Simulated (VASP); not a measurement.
# BaTe (Fm-3m) in VASP: settings compared

BaTe is run at these levels: PBE, r2SCAN; tasks: single point.

Everything below comes from runs of VASP 6.6.1. Logs are shortened: lines on timing, memory, paths and dates and some standing lists are left out, and cuts for length are marked.

**1. The cell of the first run**

Symmetry: Fm-3m, No. 225, cubic system. Conventional cell: a = 7.203 Å, b = 7.203 Å, c = 7.203 Å, α = 90.00°, β = 90.00°, γ = 90.00°. Within 4.7 Å of Ba (site symmetry m-3m) lie 6 Te at 3.60 Å. Te (site symmetry m-3m) has 6 Ba at 3.60 Å within 4.7 Å.

**2. Single point, PBE (46.72 Å³/atom)**

Contents of INCAR:

```
SYSTEM = BaTe
PREC = Accurate
ENCUT = 520
EDIFF = 1E-6
ISMEAR = 0
SIGMA = 0.01
LREAL = .FALSE.
LASPH = .TRUE.
NELM = 80
ALGO = Normal
ISIF = 2
LWAVE = .FALSE.
LCHARG = .FALSE.
GGA = PE
NBANDS = 15
```

Contents of KPOINTS:

```
regular mesh
0
G
  6 6 6
  0 0 0
```

Contents of POSCAR:

```
BaTe
1.0
    0.0000000000      3.6016669248      3.6016669248
    3.6016669248      0.0000000000      3.6016669248
    3.6016669248      3.6016669248      0.0000000000
Ba Te
1 1
Direct
    0.0000000000      0.0000000000      0.0000000000
    0.5000000000      0.5000000000      0.5000000000
```

Potentials or basis: VASP PAW PBE potentials, release 64 (Ba_sv, Te).

Run with:

```bash
$ cat potpaw_PBE.64/Ba_sv/POTCAR potpaw_PBE.64/Te/POTCAR > POTCAR
$ mpirun -np 1 vasp_std > vasp.out
```

OUTCAR:

```text
SYSTEM = BaTe
   PREC = Accurate
   ENCUT = 520
   EDIFF = 1E-6
   ISMEAR = 0
   LREAL = .FALSE.
   LASPH = .TRUE.
   NELM = 80
   ISIF = 2
   GGA = PE

 ion  position               nearest neighbor table
   1  0.000  0.000  0.000-   2 3.60   2 3.60   2 3.60   2 3.60   2 3.60   2 3.60
   2  0.500  0.500  0.500-   1 3.60   1 3.60   1 3.60   1 3.60   1 3.60   1 3.60

  LATTYP: Found a face centered cubic cell.
 ALAT       =     7.2033338496

  Lattice vectors:

 A1 = (   0.0000000000,   3.6016669248,   3.6016669248)
 A2 = (   3.6016669248,   0.0000000000,   3.6016669248)
 A3 = (   3.6016669248,   3.6016669248,   0.0000000000)

Analysis of symmetry for initial positions (statically):
=====================================================================
 Subroutine PRICEL returns:
 Original cell was already a primitive cell.

 Routine SETGRP: Setting up the symmetry group for a
 face centered cubic supercell.

 Subroutine GETGRP returns: Found 48 space group operations
 (whereof 48 operations were pure point group operations)
 out of a pool of 48 trial point group operations.

The static configuration has the point symmetry O_h .

Analysis of symmetry for dynamics (positions and initial velocities):
=====================================================================
 Subroutine PRICEL returns:
 Original cell was already a primitive cell.

 Routine SETGRP: Setting up the symmetry group for a
 face centered cubic supercell.

 Subroutine GETGRP returns: Found 48 space group operations
 (whereof 48 operations were pure point group operations)
 out of a pool of 48 trial point group operations.

The dynamic configuration has the point symmetry O_h .

 Subroutine INISYM returns: Found 48 space group operations
 (whereof 48 operations are pure point group operations),
 and found     1 'primitive' translations

----------------------------------------------------------------------------------------

                                     Primitive cell

  volume of cell :      93.4417

  direct lattice vectors                    reciprocal lattice vectors
     0.000000000  3.601666925  3.601666925    -0.138824608  0.138824608  0.138824608
     3.601666925  0.000000000  3.601666925     0.138824608 -0.138824608  0.138824608
     3.601666925  3.601666925  0.000000000     0.138824608  0.138824608 -0.138824608

  length of vectors
     5.093526212  5.093526212  5.093526212     0.240451275  0.240451275  0.240451275

  position of ions in fractional coordinates (direct lattice)
     0.000000000  0.000000000  0.000000000
     0.500000000  0.500000000  0.500000000

  ion indices of the primitive-cell ions
   primitive index   ion index
                 1           1
                 2           2

----------------------------------------------------------------------------------------

 KPOINTS: regular mesh

Automatic generation of k-mesh.
 Grid dimensions read from file:
 generate k-points for:    6    6    6

 Generating k-lattice:

  Cartesian coordinates                     Fractional coordinates (reciprocal lattice)
    -0.023137435  0.023137435  0.023137435     0.166666667  0.000000000  0.000000000
     0.023137435 -0.023137435  0.023137435     0.000000000  0.166666667  0.000000000
     0.023137435  0.023137435 -0.023137435     0.000000000  0.000000000  0.166666667

  Length of vectors
     0.040075212  0.040075212  0.040075212

  Shift w.r.t. Gamma in fractional coordinates (k-lattice)
     0.000000000  0.000000000  0.000000000

 Subroutine IBZKPT returns following result:
 ===========================================

 Found     16 irreducible k-points:

 Following reciprocal coordinates:
            Coordinates               Weight
  0.000000  0.000000  0.000000      1.000000
  0.166667  0.000000  0.000000      8.000000
  0.333333  0.000000  0.000000      8.000000
  0.500000  0.000000  0.000000      4.000000
  0.166667  0.166667  0.000000      6.000000
  0.333333  0.166667  0.000000     24.000000
[... 8 lines left out ...]
 -0.333333  0.333333  0.166667     24.000000
 -0.333333  0.500000  0.166667     12.000000
   k-points           NKPTS =     16   k-points in BZ     NKDIM =     16   number of bands    NBANDS=     15
   number of dos      NEDOS =    301   number of ions     NIONS =      2
   total plane-waves  NPLWV =  64000
   dimension x,y,z NGX =    40 NGY =   40 NGZ =   40
   dimension x,y,z NGXF=    80 NGYF=   80 NGZF=   80
   ions per type =               1   1
   NGX,Y,Z   is equivalent  to a cutoff of  13.06, 13.06, 13.06 a.u.
   NGXF,Y,Z  is equivalent  to a cutoff of  26.11, 26.11, 26.11 a.u.
 SYSTEM =  BaTe
   PREC   = accura    normal or accurate (medium, high low for compatibility)
   ISTART =      0    job   : 0-new  1-cont  2-samecut
   ICHARG =      2    charge: 1-file 2-atom 10-const
   ISPIN  =      1    spin polarized calculation?
   LNONCOLLINEAR =      F non collinear calculations
   LSORBIT =      F    spin-orbit coupling
   LASPH  =      T    aspherical Exc in radial PAW
   ENCUT  =  520.0 eV  38.22 Ry    6.18 a.u.   9.47  9.47  9.47*2*pi/ulx,y,z
   NELM   =     80;   NELMIN=  2; NELMDL= -5     # of ELM steps
   EDIFF  = 0.1E-05   stopping-criterion for ELM
   LREAL  =      F    real-space projection
   EDIFFG = 0.1E-04   stopping-criterion for IOM
   NSW    =      0    number of steps for IOM
   IBRION =     -1    ionic relax: 0-MD 1-quasi-New 2-CG
   NFREE  =      0    steps in history (QN), initial steepest desc. (CG)
   ISIF   =      2    stress and relaxation
   ISYM   =      2    0-nonsym 1-usesym 2-fastsym
   POTIM  = 0.5000    time-step for ionic-motion
   TEBEG  =    0.0;   TEEND  =   0.0 temperature during run
   PSTRESS=    0.0 pullay stress
   NELECT =      16.0000    total number of electrons
   NUPDOWN=      -1.0000    fix difference up-down
   EMIN   =  10.00;   EMAX   =-10.00  energy-range for DOS
   EFERMI =   0.00;   METHOD = LEGACY
   ISMEAR =     0;   SIGMA  =   0.01  broadening in eV -4-tet -1-fermi 0-gaus
   EFERMI_NEDOS =   21; number of points for ismear=-14 and -15
   IALGO  =     38    algorithm
   IMIX   =      4    mixing-type and parameters
     AMIX     =   0.40;   BMIX     =  1.00
     AMIX_MAG =   1.60;   BMIX_MAG =  1.00
  volume/ion in A,a.u.               =      46.72       315.29
  Fermi-wavevector in a.u.,A,eV,Ry     =   0.909078  1.717909 11.244172  0.826423
  Thomas-Fermi vector in A             =   2.033080
   LORBIT       =      0    0 simple, 1 ext, 2 COOP (PROOUT), +10 PAW based schemes
   GGA     = PE    functional components
   LHFCALC =     F    Hartree Fock is set to
   AEXX    =    0.0000 exact exchange contribution
   IVDW    =     0    specifies the selected vdW correction
   LEPSILON=     F    determine dielectric tensor
   LRPA    =     F    only Hartree local field effects (RPA)
 non-spin polarized calculation
 Gauss-broadening in eV      SIGMA  =   0.01
  energy-cutoff  :      520.00
  volume of cell :       93.44
 maximum number of plane-waves:      2565
 NGX is ok and might be reduce to    40
   NGX = 19   NGY = 19   NGZ = 19

 number of electron      16.0000000 magnetization

 Free energy of the ion-electron system (eV)
  ---------------------------------------------------
  ext. energy  EPLUGINS =         0.00000000
  ---------------------------------------------------
  free energy    TOTEN  =        -8.61182053 eV

  energy without entropy =       -8.61182053  energy(sigma->0) =       -8.61182053

 E-fermi :   1.8041     XC(G=0):  -7.9074

 val. band max:        1.7629686486   @ k =   0.0000   0.0000   0.0000
 cond. band min:       3.4502618787   @ k =   0.5000   0.5000   0.0000
 fundamental gap:      1.6872932301
 Fermi energy:         1.8041414299

 k-point     1 :       0.0000    0.0000    0.0000
  band No.  band energies     occupation
      1     -25.4939      2.00000
      2     -10.6236      2.00000
      3     -10.6236      2.00000
      4     -10.6236      2.00000
      5      -7.5990      2.00000
      6       1.7630      2.00000
      7       1.7630      2.00000
      8       1.7630      2.00000
      9       4.3531      0.00000
     10       4.7251      0.00000
     11       4.7251      0.00000
     12       4.7251      0.00000
     13       5.2558      0.00000
     14       5.2558      0.00000
     15       8.7280      0.00000

 k-point     2 :       0.1667    0.0000    0.0000
  band No.  band energies     occupation
      1     -25.4919      2.00000
      2     -10.6981      2.00000
      3     -10.6260      2.00000
      4     -10.6260      2.00000
      5      -7.4654      2.00000
      6       1.0356      2.00000
      7       1.4463      2.00000
      8       1.4463      2.00000
      9       4.7059      0.00000
     10       5.0281      0.00000
     11       5.0281      0.00000
     12       5.4195      0.00000
     13       5.9158      0.00000
     14       5.9158      0.00000
     15       9.4482      0.00000

 k-point     3 :       0.3333    0.0000    0.0000
  band No.  band energies     occupation
      1     -25.4879      2.00000
      2     -10.8337      2.00000
      3     -10.6307      2.00000
      4     -10.6307      2.00000
      5      -7.2040      2.00000
      6       0.1128      2.00000
      7       0.9815      2.00000
      8       0.9815      2.00000
      9       5.1127      0.00000
     10       5.8001      0.00000
     11       5.8001      0.00000
     12       6.7294      0.00000
     13       7.3672      0.00000
     14       7.3672      0.00000
     15       9.3708      0.00000

 k-point     4 :       0.5000    0.0000    0.0000
  band No.  band energies     occupation
      1     -25.4859      2.00000
      2     -10.8961      2.00000
      3     -10.6331      2.00000
      4     -10.6331      2.00000
      5      -7.0743      2.00000
      6      -0.2485      2.00000
      7       0.7954      2.00000
      8       0.7954      2.00000
      9       5.8303      0.00000
     10       6.3062      0.00000
     11       6.4574      0.00000
     12       6.4574      0.00000
     13       8.5032      0.00000
     14       8.5032      0.00000
     15       8.6748      0.00000
[... 163 lines left out ...]
 k-point    14 :       0.5000    0.3333    0.1667
  band No.  band energies     occupation
      1     -25.4852      2.00000
      2     -10.7962      2.00000
      3     -10.6867      2.00000
      4     -10.6532      2.00000
      5      -7.2540      2.00000
      6       0.2685      2.00000
      7       0.9360      2.00000
      8       1.1198      2.00000
      9       4.5693      0.00000
     10       5.8931      0.00000
     11       6.4714      0.00000
     12       6.6350      0.00000
     13       7.0768      0.00000
     14       8.2798      0.00000
     15       8.8327      0.00000

 k-point    15 :      -0.3333    0.3333    0.1667
  band No.  band energies     occupation
      1     -25.4839      2.00000
      2     -10.7978      2.00000
      3     -10.7020      2.00000
      4     -10.6678      2.00000
      5      -7.2324      2.00000
      6       0.3356      2.00000
      7       0.8543      2.00000
      8       0.9101      2.00000
      9       5.2983      0.00000
     10       5.4065      0.00000
     11       6.7769      0.00000
     12       6.8139      0.00000
     13       6.9901      0.00000
     14       8.6324      0.00000
     15       9.2219      0.00000

 k-point    16 :      -0.3333    0.5000    0.1667
  band No.  band energies     occupation
      1     -25.4832      2.00000
      2     -10.7459      2.00000
      3     -10.7099      2.00000
      4     -10.7030      2.00000
      5      -7.3187      2.00000
      6       0.7503      2.00000
      7       0.7949      2.00000
      8       1.0599      2.00000
      9       4.3714      0.00000
     10       6.1617      0.00000
     11       6.2136      0.00000
     12       6.7105      0.00000
     13       7.2086      0.00000
     14       7.7981      0.00000
     15       9.4497      0.00000

------------------------ aborting loop because EDIFF is reached ----------------------------------------

  FORCE on cell =-STRESS in cart. coord.  units (eV):
  Direction    XX          YY          ZZ          XY          YZ          ZX
  --------------------------------------------------------------------------------------
  -------------------------------------------------------------------------------------
  Total       -0.7131940     -0.7131940     -0.7131940      0.0000000      0.0000000      0.0000000
  in kB      -12.2286249    -12.2286249    -12.2286249      0.0000000      0.0000000      0.0000000
  external PRESSURE =     -12.2286249 kB  Pullay stress =       0.0000000 kB

 VOLUME and BASIS-vectors are now :
 -----------------------------------------------------------------------------
  energy-cutoff  :      520.00
  volume of cell :       93.44
      direct lattice vectors                 reciprocal lattice vectors
     0.000000000  3.601666925  3.601666925    -0.138824608  0.138824608  0.138824608
     3.601666925  0.000000000  3.601666925     0.138824608 -0.138824608  0.138824608
     3.601666925  3.601666925  0.000000000     0.138824608  0.138824608 -0.138824608

 POSITION                                       TOTAL-FORCE (eV/Angst)
 -----------------------------------------------------------------------------------
      0.00000      0.00000      0.00000        -0.000000      0.000000     -0.000000
      3.60167      3.60167      3.60167         0.000000     -0.000000      0.000000
 -----------------------------------------------------------------------------------
    total drift:                                0.000000     -0.000000     -0.000000

  FREE ENERGIE OF THE ION-ELECTRON SYSTEM (eV)
  ---------------------------------------------------
  free  energy   TOTEN  =        -8.6118205333 eV

  energy  without entropy=       -8.6118205333  energy(sigma->0) =       -8.61182053
```

It took 50 s on 1 thread of Intel Xeon 8259CL, shared host; peak memory 0.24 GiB.

Results:

| Item | Value |
| --- | --- |
| Free energy | -8.6118 eV |
| Pressure | -1.2 GPa |
| Band gap on the k mesh | 1.69 eV (least direct gap 2.06 eV) |

Caveat: spin-orbit coupling is left out, which moves the levels of the heavy elements.

**3. Single point, r2SCAN (41.43 Å³/atom)**

This run uses another cell than the first one, of 41.43 Å³/atom.

Contents of POSCAR:

```
BaTe
1.0
    0.0000000000      3.4602770877      3.4602770877
    3.4602770877      0.0000000000      3.4602770877
    3.4602770877      3.4602770877      0.0000000000
Ba Te
1 1
Direct
    0.0000000000      0.0000000000      0.0000000000
    0.5000000000      0.5000000000      0.5000000000
```

Contents of INCAR.step1:

```
SYSTEM = BaTe
ALGO     = Normal         ! electronic algorithm
EDIFF    = 1E-4           ! SCF threshold, eV
ENCUT    = 520            ! plane-wave cutoff, eV
GGA      = PE             ! functional
ISMEAR   = 0              ! smearing method
LASPH    = .True.         ! aspherical terms in the spheres
LCHARG   = .False.        ! write CHGCAR
LREAL    = .False.        ! projectors in reciprocal space
LWAVE    = .True.         ! write WAVECAR
NBANDS   = 15             ! bands
NELM     = 100            ! most SCF steps
PREC     = Accurate       ! precision mode
SIGMA    = 0.01           ! smearing width, eV
```

Contents of INCAR.step2:

```
SYSTEM = BaTe
ALGO     = Normal         ! electronic algorithm
EDIFF    = 1E-6           ! SCF threshold, eV
ENCUT    = 520            ! plane-wave cutoff, eV
ISIF     = 2              ! what is computed and relaxed
ISMEAR   = 0              ! smearing method
ISTART   = 1            
LASPH    = .True.         ! aspherical terms in the spheres
LCHARG   = .True.         ! write CHGCAR
LELF     = .True.         ! ELF
LMIXTAU  = .True.       
LREAL    = .False.        ! projectors in reciprocal space
LVHAR    = .True.       
LWAVE    = .False.        ! write WAVECAR
METAGGA  = R2SCAN         ! meta-GGA
NBANDS   = 15             ! bands
NELM     = 100            ! most SCF steps
PREC     = Accurate       ! precision mode
SIGMA    = 0.01           ! smearing width, eV
```

Contents of KPOINTS:

```
k-points
0
Gamma
  6 6 6
  0 0 0
```

Potentials or basis: VASP PAW PBE potentials, release 64 (Ba_sv, Te).

Run with:

```bash
$ cat potpaw_PBE.64/Ba_sv/POTCAR potpaw_PBE.64/Te/POTCAR > POTCAR
$ cp INCAR.step1 INCAR
$ mpirun -np 1 vasp_std > vasp.out
$ cp INCAR.step2 INCAR
$ mpirun -np 1 vasp_std > vasp.out
```

Wall time 2.2 min (1 thread of Intel Xeon 8259CL, shared host); peak memory 0.22 GiB.

Results (log left out):

```
Free energy            : -55.9835 eV
Pressure               : 2.5 GPa
Band gap on the k mesh : 1.79 eV (least direct gap 2.18 eV)
```

Levels at points of the mesh, in eV from the valence-band top:
```tsv
k point	band 6	band 7	band 8	band 9	band 10	band 11
(0.00, 0.00, 0.00)	0.00	0.00	0.00	3.32	3.32	3.32
(0.50, 0.00, 0.00)	-2.32	-1.20	-1.20	4.70	5.35	5.48
(0.50, 0.50, 0.00)	-1.16	-0.39	-0.39	1.80	5.00	5.52
```

Caveat: the PAW data sets were made with another functional, which shifts forces and pressure a little; spin-orbit coupling is left out, which moves the levels of the heavy elements. A k mesh can miss the band edges.
